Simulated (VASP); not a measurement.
A run of VASP 6.6.1 is set up as follows.

Contents of INCAR:

```
PREC = Accurate
ENCUT = 520
EDIFF = 1E-6
ISMEAR = 0
SIGMA = 0.05
LREAL = False
LASPH = True
NELM = 60
ALGO = Normal
ISIF = 2
LWAVE = False
LCHARG = True
GGA = PS
LELF = True
LVHAR = True
NBANDS = 11
```

The input KPOINTS:

```
Automatic mesh
0
Gamma
  10 10 10
```

POSCAR

```
MgO
1.0
    0.0000000000      2.1351500000      2.1351500000
    2.1351500000      0.0000000000      2.1351500000
    2.1351500000      2.1351500000      0.0000000000
Mg O
1 1
Direct
    0.0000000000      0.0000000000      0.0000000000
    0.5029271948      0.5029271948      0.4970728052
```

Potentials or basis: VASP PAW PBE potentials, release 64 (Mg, O).

The run is started by

```sh
$ cat potpaw_PBE.64/Mg/POTCAR potpaw_PBE.64/O/POTCAR > POTCAR
$ mpirun -np 1 vasp_std > vasp.out
```

(1) What does it give for the largest force?

(2) Estimate the band gap on the k mesh.

(3) Predict the pressure.

Results:

(1) 0.055 eV/Å.

(2) 4.25 eV, direct.

(3) -6.3 GPa.

Caveat: the cell differs from its parent crystal (all O atoms moved +0.013 Å, as atom 2 along Cartesian [0 0 1]); the PAW data sets were made with another functional, which shifts forces and pressure a little.
